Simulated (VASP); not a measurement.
# Ta (P6_3/mmc) in VASP: a series of runs

Ta is run at these levels: r2SCAN, LDA, BLYP+D3(BJ); tasks: single point, relaxation of cell and atoms.

All numbers are computed with VASP 6.6.1; they aren't measurements. Logs are shortened: lines on timing, memory, paths and dates and some standing lists are left out, and cuts for length are marked.

## (1) The cell of the first run

It takes space group P6_3/mmc (No. 194, hexagonal). Conventional cell: a = 2.939 Å, b = 2.939 Å, c = 5.234 Å, α = 90.00°, β = 90.00°, γ = 120.00°. Within 3.9 Å of Ta (site symmetry -6m2) lie 12 Ta at 2.94 to 3.12 Å.

This isn't the form of Ta at room conditions, which is bcc.

## (2) Single point, r2SCAN

POSCAR reads:

```
Ta
1.0
    2.9385392399      0.0000000000      0.0000000000
   -1.4692696200      2.5448496318      0.0000000000
    0.0000000000      0.0000000000      5.2342590858
Ta
2
Direct
    0.3333333333      0.6666666667      0.2500000000
    0.6666666667      0.3333333333      0.7500000000
```

INCAR.step1 reads:

```
SYSTEM = Ta
  PREC = Accurate
  ENCUT = 550
  ISMEAR = -1
  SIGMA = 0.05
  LREAL = .FALSE.
  LASPH = .TRUE.
  NELM = 120
  NBANDS = 20
  GGA = PE
  ALGO = Normal
  EDIFF = 1E-5
  LWAVE = .TRUE.
  LCHARG = .FALSE.
  GGA_COMPAT = .FALSE.
```

INCAR.step2 reads:

```
SYSTEM = Ta
  PREC = Accurate
  ENCUT = 550
  EDIFF = 1E-6
  ISMEAR = -1
  SIGMA = 0.05
  LREAL = .FALSE.
  LASPH = .TRUE.
  NELM = 120
  ALGO = Normal
  ISIF = 2
  LWAVE = .FALSE.
  LCHARG = .FALSE.
  METAGGA = R2SCAN
  LMIXTAU = .TRUE.
  NBANDS = 20
  ISTART = 1
  GGA_COMPAT = .FALSE.
```

KPOINTS reads:

```
regular mesh
0
G
  11 11 5
  0 0 0
```

Potentials or basis: VASP PAW PBE potentials, release 64 (Ta_sv_GW).

On the command line:

```
> cat potpaw_PBE.64/Ta_sv_GW/POTCAR > POTCAR
> cp INCAR.step1 INCAR
> mpirun -np 1 vasp_std > vasp.out
> cp INCAR.step2 INCAR
> mpirun -np 1 vasp_std > vasp.out
```

OUTCAR:

```text
SYSTEM = Ta
   PREC = Accurate
   ENCUT = 550
   EDIFF = 1E-6
   ISMEAR = -1
   LREAL = .FALSE.
   LASPH = .TRUE.
   NELM = 120
   ISIF = 2
   METAGGA = R2SCAN
   ISTART = 1

 ion  position               nearest neighbor table
   1  0.333  0.667  0.250-   2 3.12   2 3.12   2 3.12   2 3.12   2 3.12   2 3.12
   2  0.667  0.333  0.750-   1 3.12   1 3.12   1 3.12   1 3.12   1 3.12   1 3.12

  LATTYP: Found a hexagonal cell.
 ALAT       =     2.9385392399
 C/A-ratio  =     1.7812452578

  Lattice vectors:

 A1 = (   2.9385392399,   0.0000000000,   0.0000000000)
 A2 = (  -1.4692696200,   2.5448496318,   0.0000000000)
 A3 = (   0.0000000000,   0.0000000000,   5.2342590858)

Analysis of symmetry for initial positions (statically):
=====================================================================
 Subroutine PRICEL returns:
 Original cell was already a primitive cell.

 Routine SETGRP: Setting up the symmetry group for a
 hexagonal supercell.

 Subroutine GETGRP returns: Found 24 space group operations
 (whereof 12 operations were pure point group operations)
 out of a pool of 24 trial point group operations.

The static configuration has the point symmetry D_3d.
 The point group associated with its full space group is D_6h.

Analysis of symmetry for dynamics (positions and initial velocities):
=====================================================================
 Subroutine PRICEL returns:
 Original cell was already a primitive cell.

 Routine SETGRP: Setting up the symmetry group for a
 hexagonal supercell.

 Subroutine GETGRP returns: Found 24 space group operations
 (whereof 12 operations were pure point group operations)
 out of a pool of 24 trial point group operations.

The dynamic configuration has the point symmetry D_3d.
 The point group associated with its full space group is D_6h.

 Subroutine INISYM returns: Found 24 space group operations
 (whereof 12 operations are pure point group operations),
 and found     1 'primitive' translations

----------------------------------------------------------------------------------------

[... 82 lines left out ...]
 SYSTEM =  Ta
   PREC   = accura    normal or accurate (medium, high low for compatibility)
   ISTART =      1    job   : 0-new  1-cont  2-samecut
   ICHARG =      0    charge: 1-file 2-atom 10-const
   ISPIN  =      1    spin polarized calculation?
   LNONCOLLINEAR =      F non collinear calculations
   LSORBIT =      F    spin-orbit coupling
   LASPH  =      T    aspherical Exc in radial PAW
   ENCUT  =  550.0 eV  40.42 Ry    6.36 a.u.   5.62  5.62 10.01*2*pi/ulx,y,z
   NELM   =    120;   NELMIN=  2; NELMDL=  0     # of ELM steps
   EDIFF  = 0.1E-05   stopping-criterion for ELM
   LREAL  =      F    real-space projection
   EDIFFG = 0.1E-04   stopping-criterion for IOM
   NSW    =      0    number of steps for IOM
   IBRION =     -1    ionic relax: 0-MD 1-quasi-New 2-CG
   NFREE  =      0    steps in history (QN), initial steepest desc. (CG)
   ISIF   =      2    stress and relaxation
   ISYM   =      2    0-nonsym 1-usesym 2-fastsym
   POTIM  = 0.5000    time-step for ionic-motion
   TEBEG  =    0.0;   TEEND  =   0.0 temperature during run
   PSTRESS=    0.0 pullay stress
   NELECT =      26.0000    total number of electrons
   NUPDOWN=      -1.0000    fix difference up-down
   EMIN   =  10.00;   EMAX   =-10.00  energy-range for DOS
   EFERMI =   0.00;   METHOD = LEGACY
   ISMEAR =    -1;   SIGMA  =   0.05  broadening in eV -4-tet -1-fermi 0-gaus
   EFERMI_NEDOS =   21; number of points for ismear=-14 and -15
   IALGO  =     38    algorithm
   IMIX   =      4    mixing-type and parameters
     AMIX     =   0.40;   BMIX     =  1.00
     AMIX_MAG =   1.60;   BMIX_MAG =  1.00
  volume/ion in A,a.u.               =      19.57       132.07
  Fermi-wavevector in a.u.,A,eV,Ry     =   1.428399  2.699284 27.760306  2.040325
  Thomas-Fermi vector in A             =   2.548465
   LORBIT       =      0    0 simple, 1 ext, 2 COOP (PROOUT), +10 PAW based schemes
   METAGGA = R2SCAN    functional components
   LHFCALC =     F    Hartree Fock is set to
   AEXX    =    0.0000 exact exchange contribution
   IVDW    =     0    specifies the selected vdW correction
   LEPSILON=     F    determine dielectric tensor
   LRPA    =     F    only Hartree local field effects (RPA)
 non-spin polarized calculation
  energy-cutoff  :      550.00
  volume of cell :       39.14
 maximum number of plane-waves:      1162
 NGX is ok and might be reduce to    24
   NGX = 11   NGY = 11   NGZ = 21

 number of electron      26.0000001 magnetization

 Free energy of the ion-electron system (eV)
  ---------------------------------------------------
  ext. energy  EPLUGINS =         0.00000000
  ---------------------------------------------------
  free energy    TOTEN  =      -101.49758276 eV

  energy without entropy =     -101.47729998  energy(sigma->0) =     -101.48744137

 E-fermi :   9.7553     XC(G=0): -13.6156

 val. band max:        9.7502641793   @ k =   0.2727   0.0909   0.4000
 cond. band min:       9.7894692063   @ k =   0.3636   0.1818   0.2000
 fundamental gap:      0.0392050269
 Fermi energy:         9.7553122225

 k-point     1 :       0.0000    0.0000    0.0000
  band No.  band energies     occupation
      1     -59.9738      2.00000
      2     -59.9207      2.00000
      3     -26.0864      2.00000
      4     -25.3442      2.00000
      5     -25.2285      2.00000
      6     -25.2285      2.00000
[... 541 lines left out ...]
     19      14.8695      0.00000
     20      16.4409      0.00000

 [... further k-points ...]

------------------------ aborting loop because EDIFF is reached ----------------------------------------

  FORCE on cell =-STRESS in cart. coord.  units (eV):
  Direction    XX          YY          ZZ          XY          YZ          ZX
  --------------------------------------------------------------------------------------
  -------------------------------------------------------------------------------------
  Total       -2.8484930     -2.8484930     -2.4775432      0.0000000      0.0000000      0.0000000
  in kB     -116.5941895   -116.5941895   -101.4105151      0.0000000      0.0000000      0.0000000
  external PRESSURE =    -111.5329647 kB  Pullay stress =       0.0000000 kB

 VOLUME and BASIS-vectors are now :
 -----------------------------------------------------------------------------
  energy-cutoff  :      550.00
  volume of cell :       39.14
      direct lattice vectors                 reciprocal lattice vectors
     2.938539240  0.000000000  0.000000000     0.340305137  0.196475263  0.000000000
    -1.469269620  2.544849632  0.000000000     0.000000000  0.392950525  0.000000000
     0.000000000  0.000000000  5.234259086     0.000000000  0.000000000  0.191049007

 POSITION                                       TOTAL-FORCE (eV/Angst)
 -----------------------------------------------------------------------------------
     -0.00000      1.69657      1.30856        -0.000000      0.000000      0.000000
      1.46927      0.84828      3.92569         0.000000     -0.000000      0.000000
 -----------------------------------------------------------------------------------
    total drift:                               -0.000000      0.000000     -0.000000

  FREE ENERGIE OF THE ION-ELECTRON SYSTEM (eV)
  ---------------------------------------------------
  free  energy   TOTEN  =      -101.4975827572 eV

  energy  without entropy=     -101.4772999842  energy(sigma->0) =     -101.48744137
```

OUTCAR.step1:

```text
SYSTEM = Ta
   PREC = Accurate
   ENCUT = 550
   ISMEAR = -1
   LREAL = .FALSE.
   LASPH = .TRUE.
[... 776 lines left out ...]
     -0.00000      1.69657      1.30856         0.000000      0.000000      0.000000
      1.46927      0.84828      3.92569        -0.000000     -0.000000      0.000000
 -----------------------------------------------------------------------------------
    total drift:                               -0.000000      0.000000     -0.000000

  FREE ENERGIE OF THE ION-ELECTRON SYSTEM (eV)
  ---------------------------------------------------
  free  energy   TOTEN  =       -28.0358815506 eV

  energy  without entropy=      -28.0151304553  energy(sigma->0) =      -28.02550600
```

OSZICAR.step1:

```text
N       E                     dE             d eps       ncg     rms          rms(c)
DAV:   1     0.224900747170E+03    0.22490E+03   -0.17241E+04  1952   0.134E+03
DAV:   2    -0.153911286198E+02   -0.24029E+03   -0.23574E+03  2492   0.367E+02
DAV:   3    -0.294377265973E+02   -0.14047E+02   -0.13920E+02  2680   0.790E+01
DAV:   4    -0.296644774452E+02   -0.22675E+00   -0.22656E+00  2324   0.931E+00
DAV:   5    -0.296671605753E+02   -0.26831E-02   -0.26830E-02  2620   0.845E-01    0.114E+02
DAV:   6    -0.283528986608E+02    0.13143E+01   -0.17334E+00  2072   0.891E+00    0.764E+01
DAV:   7    -0.282118636836E+02    0.14103E+00   -0.34431E+00  2068   0.117E+01    0.105E+01
DAV:   8    -0.280355269343E+02    0.17634E+00   -0.76351E-01  1996   0.609E+00    0.150E+01
DAV:   9    -0.280358037658E+02   -0.27683E-03   -0.62058E-03  2164   0.553E-01    0.124E+01
DAV:  10    -0.280358080930E+02   -0.43272E-05   -0.24776E-03  2020   0.364E-01    0.603E+00
DAV:  11    -0.280359193967E+02   -0.11130E-03   -0.12712E-03  1984   0.416E-01    0.873E+00
DAV:  12    -0.280358947704E+02    0.24626E-04   -0.19416E-05  1724   0.391E-02    0.350E+00
DAV:  13    -0.280358830585E+02    0.11712E-04   -0.10447E-05  1040   0.259E-02    0.125E+00
DAV:  14    -0.280358815506E+02    0.15079E-05   -0.44469E-06   988   0.142E-02
   1 F= -.28035882E+02 E0= -.28025506E+02  d E =-.207511E-01
```

Wall time 1.8 min (1 thread of Intel Xeon Platinum 8259CL at 2.50GHz (Skylake/Cascade Lake), shared host); peak memory 0.19 GiB.

Results:

```
Free energy            : -101.4976 eV
Pressure               : -11.2 GPa
Band gap on the k mesh : zero (bands 13 and 14 overlap by 1.42 eV)
```

Levels at points of the mesh, in eV from the Fermi level:
| k point | band 10 | band 11 | band 12 | band 13 | band 14 | band 15 | band 16 | band 17 |
| --- | --- | --- | --- | --- | --- | --- | --- | --- |
| (0.00, 0.00, 0.00) | -5.01 | -0.53 | -0.48 | 0.69 | 0.69 | 1.24 | 1.24 | 3.12 |

Caveat: the cell stands under tension; the PAW data sets were made with another functional, which shifts forces and pressure a little; spin-orbit coupling is left out, which moves the levels of the heavy elements.

## (3) Single point, r2SCAN

POSCAR is that of step 2.

INCAR.step1 reads:

```
ALGO     = Normal         # electronic algorithm
EDIFF    = 1E-5           # SCF threshold, eV
ENCUT    = 550            # plane-wave cutoff, eV
GGA      = PE             # functional
GGA_COMPAT= F            
ISMEAR   = -1             # smearing method
LASPH    = T              # aspherical terms in the spheres
LCHARG   = F              # write CHGCAR
LREAL    = F              # projectors in reciprocal space
LWAVE    = T              # write WAVECAR
NBANDS   = 20             # bands
NELM     = 120            # most SCF steps
PREC     = Accurate       # precision mode
SIGMA    = 0.05           # smearing width, eV
```

INCAR.step2 reads:

```
ALGO     = Normal         # electronic algorithm
EDIFF    = 1E-6           # SCF threshold, eV
ENCUT    = 550            # plane-wave cutoff, eV
GGA_COMPAT= F            
ISIF     = 2              # what is computed and relaxed
ISMEAR   = -1             # smearing method
ISTART   = 1            
LASPH    = T              # aspherical terms in the spheres
LCHARG   = T              # write CHGCAR
LELF     = T              # ELF
LMIXTAU  = T            
LREAL    = F              # projectors in reciprocal space
LVHAR    = T            
LWAVE    = F              # write WAVECAR
METAGGA  = R2SCAN         # meta-GGA
NBANDS   = 20             # bands
NELM     = 120            # most SCF steps
PREC     = Accurate       # precision mode
SIGMA    = 0.05           # smearing width, eV
```

KPOINTS reads:

```
k-points
0
Gamma
  11 11 5
```

Potentials or basis: VASP PAW PBE potentials, release 64 (Ta_sv_GW).

On the command line:

```
> cat potpaw_PBE.64/Ta_sv_GW/POTCAR > POTCAR
> cp INCAR.step1 INCAR
> mpirun -np 1 vasp_std > vasp.out
> cp INCAR.step2 INCAR
> mpirun -np 1 vasp_std > vasp.out
```

Run time: 2.6 min. Hardware: 1 thread of Intel Xeon Platinum 8259CL at 2.50GHz (Skylake/Cascade Lake), shared host; peak memory 0.19 GiB.

It converged, with:

| Property | Result |
| --- | --- |
| Free energy | -101.4976 eV |
| Pressure | -11.2 GPa |
| Band gap on the k mesh | zero (bands 13 and 14 overlap by 1.42 eV) |

Stress tensor (GPa, compression positive):
```
-11.66   0.00   0.00
  0.00 -11.66   0.00
  0.00   0.00 -10.14
```

Levels at points of the mesh, in eV from the Fermi level:
```tsv
k point	band 11	band 12	band 13	band 14	band 15	band 16
(0.00, 0.00, 0.00)	-0.53	-0.48	0.69	0.69	1.24	1.24
```

Caveat: the cell stands under tension; the PAW data sets were made with another functional, which shifts forces and pressure a little; spin-orbit coupling is left out, which moves the levels of the heavy elements.

## (4) Single point, LDA

This run uses another cell than the first one, of 18.82 Å³/atom.

INCAR reads:

```
SYSTEM = Ta
ALGO = Normal
EDIFF = 1E-6
ENCUT = 500
GGA = CA
GGA_COMPAT = .False.
ISIF = 2
ISMEAR = -1
LASPH = .True.
LCHARG = .False.
LREAL = .False.
LWAVE = .False.
NBANDS = 20
NELM = 120
PREC = Accurate
SIGMA = 0.05
```

KPOINTS reads:

```
k-points
0
Gamma
  11 11 5
  0 0 0
```

POSCAR reads:

```
Ta
1.0
    2.9003720726      0.0000000000      0.0000000000
   -1.4501860363      2.5117958953      0.0000000000
    0.0000000000      0.0000000000      5.1662740000
Ta
2
Direct
    0.3333333333      0.6666666667      0.2500000000
    0.6666666667      0.3333333333      0.7500000000
```

Potentials or basis: VASP PAW LDA potentials, release 64 (Ta_sv_GW).

On the command line:

```
> cat potpaw_LDA.64/Ta_sv_GW/POTCAR > POTCAR
> mpirun -np 1 vasp_std > vasp.out
```

Wall time 12 s (1 thread of Intel Xeon 6975P-C (Granite Rapids), shared host); peak memory 0.16 GiB.

Results (log left out):

```
Free energy            : -29.9587 eV
Pressure               : -12.4 GPa
Band gap on the k mesh : zero (bands 13 and 14 overlap by 1.53 eV)
```

Stress tensor (GPa, compression positive):
```
-13.50   0.00   0.00
  0.00 -13.50   0.00
  0.00   0.00 -10.35
```

Levels at points of the mesh, in eV from the Fermi level:
```
           k point  band 11  band 12  band 13  band 14  band 15  band 16
(0.00, 0.00, 0.00)    -0.61     0.02     0.53     0.53     1.09     1.09
```

Caveat: the cell stands under tension; spin-orbit coupling is left out, which moves the levels of the heavy elements.

## (5) Relaxation of cell and atoms, BLYP+D3(BJ)

This run uses another cell than the first one, of 18.82 Å³/atom.

INCAR reads:

```
PREC     = Accurate       # precision mode
ENCUT    = 500            # plane-wave cutoff, eV
EDIFF    = 1E-7           # SCF threshold, eV
ISMEAR   = -1             # smearing method
SIGMA    = 0.05           # smearing width, eV
LREAL    = False          # projectors in reciprocal space
LASPH    = True           # aspherical terms in the spheres
NELM     = 120            # most SCF steps
ALGO     = Normal         # electronic algorithm
ISIF     = 3              # what is computed and relaxed
LWAVE    = False          # write WAVECAR
LCHARG   = False          # write CHGCAR
GGA      = B5             # functional
ALDAX    = 1.0          
AGGAX    = 1.0          
AGGAC    = 1.0          
ALDAC    = 0.0          
IVDW     = 12             # dispersion correction
VDW_S6   = 1.0          
VDW_S8   = 2.6996       
VDW_A1   = 0.4298       
VDW_A2   = 4.2359       
IBRION   = 2              # ionic algorithm
NSW      = 60             # ionic steps
EDIFFG   = -0.01          # ionic threshold
GGA_COMPAT= False        
NELMIN   = 4
```

KPOINTS reads:

```
regular mesh
0
Gamma
  11 11 5
```

POSCAR is that of step 4.

Potentials or basis: VASP PAW PBE potentials, release 64 (Ta_sv_GW).

On the command line:

```
> cat potpaw_PBE.64/Ta_sv_GW/POTCAR > POTCAR
> mpirun -np 1 vasp_std > vasp.out
```

Run time: 4.1 min. Hardware: 1 thread of Intel Xeon Platinum 8259CL at 2.50GHz (Skylake/Cascade Lake), shared host; peak memory 0.19 GiB.

The run converged. Its results:

- Free energy: -28.2566 eV
- Relaxed volume: 17.93 Å³/atom
- Relaxed cell: a = 2.850 Å, b = 2.850 Å, c = 5.098 Å, α = 90.00°, β = 90.00°, γ = 120.00°
- Space group after relaxing (to 0.1 Å): P6_3/mmc (No. 194)
- Energy gained by relaxing: 27.7 meV/atom
- Ionic steps: 4
- Pressure after relaxing: -0.1 GPa
- Band gap on the k mesh: zero (bands 13 and 14 overlap by 1.79 eV)
- Dispersion energy per atom: -1.646 eV

Step by step:
| step | energy change (eV) | largest force (eV/Å) | pressure (GPa) | volume (Å³) |
| --- | --- | --- | --- | --- |
| 1 | 0.0000 | 0.0000 | -9.39 | 37.64 |
| 2 | 0.2888 | 0.0000 | 30.11 | 31.94 |
| 3 | -0.0552 | 0.0000 | -0.55 | 35.94 |
| 4 | -0.0554 | 0.0000 | -0.06 | 35.86 |

Final structure:
```yaml
crystal:
  lattice:
    - [2.84985, 0.00000, 0.00000]
    - [-1.42492, 2.46804, 0.00000]
    - [0.00000, 0.00000, 5.09822]
  atoms:
    - { symbol: Ta, position: [0.33333, 0.66667, 0.25000] }
    - { symbol: Ta, position: [0.66667, 0.33333, 0.75000] }
```

Levels at points of the mesh, in eV from the Fermi level:
```csv
k point,band 10,band 11,band 12,band 13,band 14,band 15,band 16,band 17
"(0.00, 0.00, 0.00)",-5.03,-0.78,0.28,0.51,0.51,1.08,1.08,3.02
```

Caveat: the dispersion term is far too large for a dense solid, which distorts pressure and volume; the PAW data sets were made with another functional, which shifts forces and pressure a little; spin-orbit coupling is left out, which moves the levels of the heavy elements.

## (6) Overview

```tsv
task	level	potentials or basis	cell	cutoff (eV)	gap on the mesh (eV)	pressure (GPa)
single point	r2SCAN	VASP PAW PBE potentials, release 64 (Ta_sv_GW)	a = 2.939, b = 2.939, c = 5.234 Å, angles 90.0, 90.0, 120.0°, 2 atoms	550	none	-11.2
single point	LDA	VASP PAW LDA potentials, release 64 (Ta_sv_GW)	a = 2.900, b = 2.900, c = 5.166 Å, angles 90.0, 90.0, 120.0°, 2 atoms	500	none	-12.4
relaxation of cell and atoms	BLYP+D3(BJ)	VASP PAW PBE potentials, release 64 (Ta_sv_GW)	relaxed from a = 2.900, b = 2.900, c = 5.166 Å, angles 90.0, 90.0, 120.0°, 2 atoms	500	none	-0.1
```

Alike in all rows: no spin polarisation; k mesh 11 × 11 × 5; smearing fermi-dirac 0.05 eV.

Caveats: spin-orbit coupling is left out, which moves the levels of the heavy elements; the cell stands under tension (at least some runs); the PAW data sets were made with another functional, which shifts forces and pressure a little (at least some runs); the dispersion term is far too large for a dense solid, which distorts pressure and volume (at least some runs).

Total energies depend on the potentials used, so only differences within one code and one set of settings carry meaning.

The gap in the log of VASP goes by the Fermi energy; the results here count the filled bands.